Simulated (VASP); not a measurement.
Runs of VASP 6.6.1 on BeC3. The structure is that of space group R-3m (No. 166), or close to it. The cells are those of the table. 

```csv
task,cell,k mesh,cutoff (eV),gap on the mesh (eV),pressure (GPa),relaxed volume (Å³/atom),largest force (eV/Å)
relaxation of cell and atoms,"relaxed from a = 3.681 Å, angles 94.6°, 4 atoms",12 × 12 × 12,600,none,0.0,12.33,-
relaxation of cell and atoms,"relaxed from a = 3.938 Å, angles 59.7°, 4 atoms",6 × 6 × 6,600,none,0.0,(a),-
single point,"a = 3.681 Å, angles 94.6°, 4 atoms",6 × 6 × 6,520,none,0.0,-,0.05
single point,"a = 3.689 Å, angles 94.7°, 4 atoms",12 × 12 × 12,520,none,0.0,-,0.05
```

Alike in all rows: level PBE; potentials or basis VASP PAW PBE potentials, release 64 (Be, C); no spin polarisation; smearing gaussian 0.1 eV.

Problem. Estimate the missing entries.

Solution. (a) 11.20.

A gap of «none» marks levels without a gap at the run's occupations.
